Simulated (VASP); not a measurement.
Wanted: the native input for a VASP 6.6.1 run.

```yaml
Task: electric field gradients
Functional: PBEsol
Potentials_or_basis: VASP PAW PBE potentials, release 64 (Eu)
Cutoff: 520 eV
k_mesh: 10 × 10 × 10
Occupations: fermi-dirac, width 0.05 eV
Spin: collinear spin, ferromagnetic start
Starting_moments: "[7.0] μB"
Dipole_correction: no
Further_INCAR_settings: ALGO = Normal; EDIFF = 1e-08; NBANDS = 18
```

The structure of Eu lies in POSCAR:

```
Eu
1.0
   -2.2249446718      2.2249446718      2.2249446718
    2.2249446718     -2.2249446718      2.2249446718
    2.2249446718      2.2249446718     -2.2249446718
Eu
1
Direct
    0.0000000000      0.0000000000      0.0000000000
```

This cell differs from its parent crystal: volume scaled by 0.975.

These files were run (other wordings do the same):

INCAR

```
SYSTEM = Eu
PREC = Accurate ; ENCUT = 520
EDIFF = 1E-8 ; ISMEAR = -1
SIGMA = 0.05 ; LREAL = .FALSE.
LASPH = .TRUE. ; NELM = 150
ALGO = Normal ; ISIF = 2
LWAVE = .FALSE. ; LCHARG = .FALSE.
ISPIN = 2 ; MAGMOM = 7
LORBIT = 11 ; LMAXMIX = 6
GGA = PS ; LEFG = .TRUE.
NBANDS = 18
```

KPOINTS

```
Automatic mesh
0
G
  10 10 10
  0 0 0
```

Potentials or basis: VASP PAW PBE potentials, release 64 (Eu).

Command:

```sh
$ cat potpaw_PBE.64/Eu/POTCAR > POTCAR
$ mpirun -np 1 vasp_std > vasp.out
```

Results of the run:

```yaml
Pressure: -2.1 GPa
Net_moment: 7.35 μB per cell
Site_moments: Eu +6.70 μB
Valence_electrons_inside_the_program's_atomic_spheres: Eu 14.69
```

Caveat: without QUAD_EFG the Cq values of the log hold for a quadrupole moment of 1 mb, not for the nuclei; the PAW data sets were made with another functional, which shifts forces and pressure a little.

Run time: 100 s on 1 thread of Intel(R) Xeon(R) 6975P-C (Granite Rapids), on a shared host, peak memory 0.24 GiB.
